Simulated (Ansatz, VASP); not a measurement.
# One calculation of BAs, two programs

Contents of POSCAR:

```
BAs
1.0
    0.0000000000      2.3526409750      2.3526409750
    2.3526409750      0.0000000000      2.3526409750
    2.3526409750      2.3526409750      0.0000000000
B As
1 1
Direct
    0.0000000000      0.0000000000      0.0000000000
    0.2500000000      0.2500000000      0.2500000000
```

File INCAR.step1:

```
  PREC = Accurate
  ENCUT = 520
  EDIFF = 1E-5
  ISMEAR = 0
  SIGMA = 0.01
  LREAL = False
  LASPH = True
  NELM = 80
  ALGO = Normal
  ISIF = 2
  LWAVE = True
  LCHARG = False
  GGA = PE
  NBANDS = 11
```

File INCAR.step2:

```
  PREC = Accurate
  ENCUT = 520
  EDIFF = 1E-6
  ISMEAR = 0
  SIGMA = 0.01
  LREAL = False
  LASPH = True
  NELM = 80
  ALGO = Normal
  ISIF = 2
  LWAVE = False
  LCHARG = False
  GGA = PE
  LHFCALC = True
  HFSCREEN = 0.2079
  PRECFOCK = Normal
  ISTART = 1
  NBANDS = 11
```

File KPOINTS:

```
Automatic mesh
0
Gamma
  6 6 6
```

Input for Ansatz:

```yaml
crystal:
  lattice:
    - [0.0, 2.352640975, 2.352640975]
    - [2.352640975, 0.0, 2.352640975]
    - [2.352640975, 2.352640975, 0.0]
  atoms:
    - { symbol: B, position: [0.0, 0.0, 0.0] }
    - { symbol: As, position: [0.25, 0.25, 0.25] }
kpoints:
  mp_grid: { grid: [6, 6, 6] }
  band_path:
    path:
      - [0.0, 0.0, 0.0]
      - [-0.5, -0.5, 0.0]
      - [-0.375, -0.375, 0.25]
      - [-0.375, 0.0, 0.375]
      - [0.0, 0.0, 0.5]
      - [-0.5, -0.25, 0.25]
      - [0.0, 0.4, 0.4]
    npoints: 1
hamiltonian:
  xc: hse06
scf:
  occupations: { method: fixed }
  n_extra_bands: 4
output:
  forces: true
  stress: true
  eigenvalues: true
```

Change from the starting cell: hydrostatic strain -1.6%.

Alike in both runs: task single point; functional HSE06; k mesh 6 × 6 × 6; no spin polarisation.

|  | VASP | Ansatz |
| --- | --- | --- |
| version | VASP 6.6.1 | Ansatz 0.2.0 |
| potentials or method | VASP PAW PBE potentials, release 64 (B, As) | plane waves, PAW |
| plane-wave cutoff (eV) | 520 | 420 |
| occupations | gaussian, width 0.01 eV | fixed |
| valence electrons in the cell | 8 | 18 |

```tsv
	VASP	Ansatz	Ansatz less VASP
gap on the k mesh at the Fermi level (eV)	1.91	1.90	-0.007
pressure (GPa)	6.7	6.7	+0.05
```

VASP's potentials hold 8 valence electrons a cell and Ansatz's 18, so a difference there can come from the potentials and not from the codes. Ansatz's warnings: stress exchange threshold loose, stress scf threshold loose.
